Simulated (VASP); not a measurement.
# CaS (Fm-3m) in VASP: further runs

CaS is run at these levels: PBEsol; tasks: vibrations by perturbation theory.

Everything below comes from runs of VASP 6.6.1. Logs are shortened: lines on timing, memory, paths and dates and some standing lists are left out, and cuts for length are marked.

### Step 1. The cell of the first run

It takes space group Fm-3m (No. 225, cubic). Conventional cell: a = 5.634 Å, b = 5.634 Å, c = 5.634 Å, α = 90.00°, β = 90.00°, γ = 90.00°. Ca (site symmetry m-3m) has 6 S at 2.82 Å within 3.7 Å. Within 3.7 Å of S (site symmetry m-3m) lie 6 Ca at 2.82 Å.

### Step 2. Vibrations by perturbation theory, PBEsol

Contents of INCAR:

```
  PREC = Accurate
  ENCUT = 500
  EDIFF = 1E-8
  ISMEAR = 0
  SIGMA = 0.01
  LREAL = F
  LASPH = T
  NELM = 120
  ALGO = Normal
  ISIF = 2
  LWAVE = F
  LCHARG = F
  GGA = PS
  NBANDS = 15
  IBRION = 8
  NSW = 1
  GGA_COMPAT = F
```

Contents of KPOINTS:

```
regular mesh
0
Gamma
  8 8 8
```

Contents of POSCAR:

```
CaS
1.0
    2.8171705700      2.8171705700      0.0000000000
   -2.8171705700      2.8171705700      0.0000000000
    0.0000000000      2.8171705700      2.8171705700
Ca S
1 1
Direct
    0.0000000000      0.0000000000      0.0000000000
    0.5000000000      0.5000000000      0.0000000000
```

Potentials or basis: VASP PAW PBE potentials, release 64 (Ca_sv, S).

Run with:

```bash
$ cat potpaw_PBE.64/Ca_sv/POTCAR potpaw_PBE.64/S/POTCAR > POTCAR
$ mpirun -np 1 vasp_std > vasp.out
```

OUTCAR:

```text
PREC = Accurate
   ENCUT = 500
   EDIFF = 1E-8
   ISMEAR = 0
   LREAL = F
   LASPH = T
   NELM = 120
   ISIF = 2
   GGA = PS
   IBRION = 8
   NSW = 1

 ion  position               nearest neighbor table
   1  0.000  0.000  0.000-   2 2.82   2 2.82   2 2.82   2 2.82   2 2.82   2 2.82
   2  0.500  0.500  0.000-   1 2.82   1 2.82   1 2.82   1 2.82   1 2.82   1 2.82

  LATTYP: Found a face centered cubic cell.
 ALAT       =     5.6343411400

  Lattice vectors:

 A1 = (   0.0000000000,   2.8171705700,   2.8171705700)
 A2 = (   2.8171705700,   0.0000000000,   2.8171705700)
 A3 = (   2.8171705700,   2.8171705700,   0.0000000000)

Analysis of symmetry for initial positions (statically):
=====================================================================
 Subroutine PRICEL returns:
 Original cell was already a primitive cell.

 Routine SETGRP: Setting up the symmetry group for a
 face centered cubic supercell.

 Subroutine GETGRP returns: Found 48 space group operations
 (whereof 48 operations were pure point group operations)
 out of a pool of 48 trial point group operations.

The static configuration has the point symmetry O_h .

Analysis of symmetry for dynamics (positions and initial velocities):
=====================================================================
 Subroutine PRICEL returns:
 Original cell was already a primitive cell.

 Routine SETGRP: Setting up the symmetry group for a
 face centered cubic supercell.

 Subroutine GETGRP returns: Found 48 space group operations
 (whereof 48 operations were pure point group operations)
 out of a pool of 48 trial point group operations.

The dynamic configuration has the point symmetry O_h .

 Subroutine INISYM returns: Found 48 space group operations
 (whereof 48 operations are pure point group operations),
 and found     1 'primitive' translations

----------------------------------------------------------------------------------------

                                     Primitive cell

  volume of cell :      44.7167

  direct lattice vectors                    reciprocal lattice vectors
     2.817170570  2.817170570  0.000000000     0.177483041  0.177483041 -0.177483041
    -2.817170570  2.817170570  0.000000000    -0.177483041  0.177483041 -0.177483041
     0.000000000  2.817170570  2.817170570     0.000000000  0.000000000  0.354966082

  length of vectors
     3.984080828  3.984080828  3.984080828     0.307409645  0.307409645  0.354966082

  position of ions in fractional coordinates (direct lattice)
     0.000000000  0.000000000  0.000000000
     0.500000000  0.500000000  0.000000000

  ion indices of the primitive-cell ions
   primitive index   ion index
                 1           1
                 2           2

----------------------------------------------------------------------------------------

 KPOINTS: regular mesh

Automatic generation of k-mesh.
 Grid dimensions read from file:
 generate k-points for:    8    8    8

 Generating k-lattice:

  Cartesian coordinates                     Fractional coordinates (reciprocal lattice)
     0.022185380  0.022185380 -0.022185380     0.125000000  0.000000000  0.000000000
    -0.022185380  0.022185380 -0.022185380     0.000000000  0.125000000  0.000000000
     0.000000000  0.000000000  0.044370760     0.000000000  0.000000000  0.125000000

  Length of vectors
     0.038426206  0.038426206  0.044370760

  Shift w.r.t. Gamma in fractional coordinates (k-lattice)
     0.000000000  0.000000000  0.000000000

 Subroutine IBZKPT returns following result:
 ===========================================

 Found     29 irreducible k-points:

 Following reciprocal coordinates:
            Coordinates               Weight
  0.000000  0.000000  0.000000      1.000000
  0.125000  0.000000  0.000000      8.000000
  0.250000  0.000000  0.000000      8.000000
  0.375000  0.000000  0.000000      8.000000
  0.500000  0.000000  0.000000      4.000000
  0.125000  0.125000  0.000000     12.000000
[... 16 lines left out ...]
  0.375000  0.250000  0.125000     48.000000
  0.500000  0.250000  0.125000     24.000000
 [... further k-points ...]
   k-points           NKPTS =     29   k-points in BZ     NKDIM =     29   number of bands    NBANDS=     15
   number of dos      NEDOS =    301   number of ions     NIONS =      2
   total plane-waves  NPLWV =  27000
   dimension x,y,z NGX =    30 NGY =   30 NGZ =   30
   dimension x,y,z NGXF=    60 NGYF=   60 NGZF=   60
[... 16 lines left out ...]
   NSW    =      1    number of steps for IOM
   IBRION =      8    ionic relax: 0-MD 1-quasi-New 2-CG
   NFREE  =      0    steps in history (QN), initial steepest desc. (CG)
   ISIF   =      2    stress and relaxation
   ISYM   =      2    0-nonsym 1-usesym 2-fastsym
   POTIM  = 0.5000    time-step for ionic-motion
   TEBEG  =    0.0;   TEEND  =   0.0 temperature during run
   PSTRESS=    0.0 pullay stress
   NELECT =      16.0000    total number of electrons
   NUPDOWN=      -1.0000    fix difference up-down
   EMIN   =  10.00;   EMAX   =-10.00  energy-range for DOS
   EFERMI =   0.00;   METHOD = LEGACY
   ISMEAR =     0;   SIGMA  =   0.01  broadening in eV -4-tet -1-fermi 0-gaus
   EFERMI_NEDOS =   21; number of points for ismear=-14 and -15
   IALGO  =     38    algorithm
   IMIX   =      4    mixing-type and parameters
     AMIX     =   0.40;   BMIX     =  1.00
     AMIX_MAG =   1.60;   BMIX_MAG =  1.00
  volume/ion in A,a.u.               =      22.36       150.88
  Fermi-wavevector in a.u.,A,eV,Ry     =   1.162229  2.196294 18.378425  1.350776
  Thomas-Fermi vector in A             =   2.298792
   LORBIT       =      0    0 simple, 1 ext, 2 COOP (PROOUT), +10 PAW based schemes
   GGA     = PS    functional components
   LHFCALC =     F    Hartree Fock is set to
   AEXX    =    0.0000 exact exchange contribution
   IVDW    =     0    specifies the selected vdW correction
   LEPSILON=     F    determine dielectric tensor
   LRPA    =     F    only Hartree local field effects (RPA)
 non-spin polarized calculation
 Gauss-broadening in eV      SIGMA  =   0.01
  energy-cutoff  :      500.00
  volume of cell :       44.72
 maximum number of plane-waves:      1158
 NGX is ok and might be reduce to    30
   NGX = 15   NGY = 15   NGZ = 15

--------------------------------------- Ionic step        1  -------------------------------------------

 number of electron      16.0000000 magnetization

 Free energy of the ion-electron system (eV)
  ---------------------------------------------------
  ext. energy  EPLUGINS =         0.00000000
  ---------------------------------------------------
  free energy    TOTEN  =       -10.91599820 eV

  energy without entropy =      -10.91599820  energy(sigma->0) =      -10.91599820

 E-fermi :   3.0106     XC(G=0):  -9.6464

 val. band max:        2.8815634329   @ k =   0.0000   0.0000   0.0000
 cond. band min:       5.0355675580   @ k =   0.5000   0.5000   0.0000
 fundamental gap:      2.1540041250
 Fermi energy:         3.0106451960

 k-point     1 :       0.0000    0.0000    0.0000
  band No.  band energies     occupation
      1     -36.0055      2.00000
      2     -17.0718      2.00000
      3     -17.0718      2.00000
      4     -17.0718      2.00000
      5      -8.5577      2.00000
      6       2.8816      2.00000
      7       2.8816      2.00000
      8       2.8816      2.00000
      9       6.9571      0.00000
     10       6.9571      0.00000
     11       6.9571      0.00000
     12       7.0519      0.00000
     13       7.6148      0.00000
     14       7.6148      0.00000
[... 401 lines left out ...]
      2     -17.2357      2.00000
      3     -17.1308      2.00000
      4     -17.1028      2.00000
      5      -7.7005      2.00000
      6       0.0972      2.00000
      7       1.2876      2.00000
      8       1.6337      2.00000
      9       7.8156      0.00000
     10       8.1657      0.00000
     11       9.4041      0.00000
     12       9.7388      0.00000
     13      10.0245      0.00000
     14      10.9699      0.00000
     15      12.3666      0.00000

 [... further k-points ...]

------------------------ aborting loop because EDIFF is reached ----------------------------------------

  FORCE on cell =-STRESS in cart. coord.  units (eV):
  Direction    XX          YY          ZZ          XY          YZ          ZX
  --------------------------------------------------------------------------------------
  -------------------------------------------------------------------------------------
  Total        0.0417556      0.0417556      0.0417556      0.0000000     -0.0000000      0.0000000
  in kB        1.4960852      1.4960852      1.4960852      0.0000000     -0.0000000      0.0000000
  external PRESSURE =       1.4960852 kB  Pullay stress =       0.0000000 kB

 VOLUME and BASIS-vectors are now :
 -----------------------------------------------------------------------------
  energy-cutoff  :      500.00
  volume of cell :       44.72
      direct lattice vectors                 reciprocal lattice vectors
     2.817170570  2.817170570  0.000000000     0.177483041  0.177483041 -0.177483041
    -2.817170570  2.817170570  0.000000000    -0.177483041  0.177483041 -0.177483041
     0.000000000  2.817170570  2.817170570     0.000000000  0.000000000  0.354966082

 POSITION                                       TOTAL-FORCE (eV/Angst)
 -----------------------------------------------------------------------------------
      0.00000      0.00000      0.00000        -0.000000      0.000000      0.000000
      0.00000      2.81717      0.00000         0.000000     -0.000000      0.000000
 -----------------------------------------------------------------------------------
    total drift:                               -0.000000     -0.000000      0.000000

  FREE ENERGIE OF THE ION-ELECTRON SYSTEM (eV)
  ---------------------------------------------------
  free  energy   TOTEN  =       -10.9159981975 eV

  energy  without entropy=      -10.9159981975  energy(sigma->0) =      -10.91599820

[... ionic steps 2 to 3 ...]

--------------------------------------- Ionic step        4  -------------------------------------------

------------------------ aborting loop because EDIFF is reached ----------------------------------------

[... ionic steps 5 to 6 ...]

--------------------------------------- Ionic step        7  -------------------------------------------

 Free energy of the ion-electron system (eV)
  ---------------------------------------------------
  ---------------------------------------------------
  free energy    TOTEN  =        -0.10888792 eV

  energy without entropy =       -0.10888792

------------------------ aborting loop because EDIFF is reached ----------------------------------------

 INTERNAL STRAIN TENSOR  FOR ION    2  DIRECTION 1   (eV/Angst):
 -----------------------------------------------------------------------------
     0.01050 -0.00000 -0.00000
     0.00000 -0.00197  0.00000
    -0.00000  0.00000 -0.00197

 INTERNAL STRAIN TENSOR FOR ION    2 for displacements in x,y,z  (eV/Angst):
          X           Y           Z          XY          YZ          ZX
  --------------------------------------------------------------------------------
  x     0.00000     0.00000     0.00000     0.00000     0.00000     0.00000
  y     0.00000     0.00000     0.00000     0.00000     0.00000     0.00000
  z     0.00000     0.00000     0.00000     0.00000     0.00000     0.00000

 SECOND DERIVATIVES (NOT SYMMETRIZED)
 ------------------------------------
               1X          1Y          1Z          2X          2Y          2Z
  1X    -3.502009    0.000000    0.000000    3.502009    0.000000    0.000000
  1Y     0.000000   -3.502009    0.000000    0.000000    3.502009    0.000000
  1Z     0.000000    0.000000   -3.502009    0.000000    0.000000    3.502009
  2X     3.510476    0.000000    0.000000   -3.510476    0.000000    0.000000
  2Y     0.000000    3.510476    0.000000    0.000000   -3.510476    0.000000
  2Z     0.000000    0.000000    3.510476    0.000000    0.000000   -3.510476

 Eigenvectors and eigenvalues of the dynamical matrix
 ----------------------------------------------------

   1 f  =    6.936264 THz    43.581831 2PiTHz  231.368858 cm-1    28.686069 meV
             X         Y         Z           dx          dy          dz
      0.000000  0.000000  0.000000     0.000000    0.666240    0.000000
      0.000000  2.817171  0.000000     0.000000   -0.745737    0.000000
[... 21 lines left out ...]
   6 f/i=    0.004161 THz     0.026145 2PiTHz    0.138798 cm-1     0.017209 meV
             X         Y         Z           dx          dy          dz
      0.000000  0.000000  0.000000     0.000000    0.000000    0.745737
      0.000000  2.817171  0.000000     0.000000    0.000000    0.666240

--------------------------------------------------------------------------------------------------------

 ELASTIC MODULI CONTR FROM IONIC RELAXATION (kBar)
 Direction    XX          YY          ZZ          XY          YZ          ZX
 --------------------------------------------------------------------------------
 XX           0.0000      0.0000      0.0000      0.0000      0.0000      0.0000
 YY           0.0000      0.0000      0.0000      0.0000      0.0000      0.0000
 ZZ           0.0000      0.0000      0.0000      0.0000      0.0000      0.0000
 XY           0.0000      0.0000      0.0000      0.0000      0.0000      0.0000
 YZ           0.0000      0.0000      0.0000      0.0000      0.0000      0.0000
 ZX           0.0000      0.0000      0.0000      0.0000      0.0000      0.0000
 --------------------------------------------------------------------------------
```

Run time: 4.2 min. Hardware: 1 thread of Intel Xeon Platinum 8259CL at 2.50GHz (Skylake/Cascade Lake), shared host; peak memory 0.25 GiB.

Results:

* Highest phonon frequency at Γ, LO-TO splitting left out: 231 cm⁻¹

Phonon frequencies in cm⁻¹ (negative: imaginary):
| q point | frequencies |
| --- | --- |
| (0.000, 0.000, 0.000) | 0 0 0 231 231 231 |

Caveat: the PAW data sets were made with another functional, which shifts forces and pressure a little.

(Continued in part 2 of 2.)
